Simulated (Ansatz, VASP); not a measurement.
CaH8 in VASP and in Ansatz

```
CELL_PARAMETERS angstrom
0.00000 3.54653 3.54653
3.54653 0.00000 3.54653
3.54653 3.54653 0.00000
ATOMIC_POSITIONS crystal
Ca 0.50000 0.50000 0.50000
H 0.68090 0.68090 0.68090
H 0.68090 0.68090 0.95729
H 0.68090 0.95729 0.68090
H 0.95729 0.68090 0.68090
H 0.31910 0.31910 0.04271
H 0.31910 0.31910 0.31910
H 0.31910 0.04271 0.31910
H 0.04271 0.31910 0.31910
```

Alike in both runs: functional PBE; k mesh 10 × 10 × 10; occupations gaussian, width 0.1 eV; no spin polarisation.

Ansatz relaxed the structure, and its values are those at the end. VASP's run is a single point on that final structure, the one shown.

|  | VASP | Ansatz |
| --- | --- | --- |
| version | VASP 6.6.1 | Ansatz 0.2.0 |
| potentials or method | VASP PAW PBE potentials, release 64 (Ca_sv, H), cutoff 520 eV | scalar-relativistic, plane waves, PAW |
| valence electrons in the cell | 18 | 18 |

```csv
,VASP,Ansatz,Ansatz less VASP
gap on the k mesh at the Fermi level (eV),none,none,-
pressure (GPa),0.0,0.0,+0.09
```

A gap of «none» marks a metal or a gap that the smearing closes. The functional is the same, so the differences come from potentials, cutoffs and numerics.
